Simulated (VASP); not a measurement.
Crystal: AlN.

```
CELL_PARAMETERS angstrom
0.00000 2.11824 2.18488
2.11824 0.00000 2.18488
2.11824 2.11824 0.00000
ATOMIC_POSITIONS crystal
Al 0.00000 0.00000 0.00000
N 0.75000 0.75000 0.75000
```

This cell differs from its parent crystal: biaxial xy strain -3.0%.

Base run:

* Program: VASP 6.6.1
* Functional: HSE06
* Potentials or basis: VASP PAW PBE potentials, release 64 (Al, N)
* Cutoff: 520 eV
* k mesh: 8 × 8 × 8
* Occupations: gaussian, width 0.01 eV
* Spin: no spin polarisation

Its results: band gap on the k mesh 4.51 eV, indirect (least direct gap 6.10 eV); pressure 13.8 GPa.

The run is repeated on the same cell with these changes: functional from HSE06 to PBE; k mesh from 8 × 8 × 8 to 6 × 6 × 6. What comes out?

Band gap on the k mesh 3.25 eV, indirect (least direct gap 4.69 eV); pressure 18.9 GPa.

Several settings changed at once, so the effect can't be laid on one alone.

Caveats: some runs use coarse meshes; the PAW data sets were made with another functional, which shifts forces and pressure a little (some runs).

A k mesh can miss the band edges.
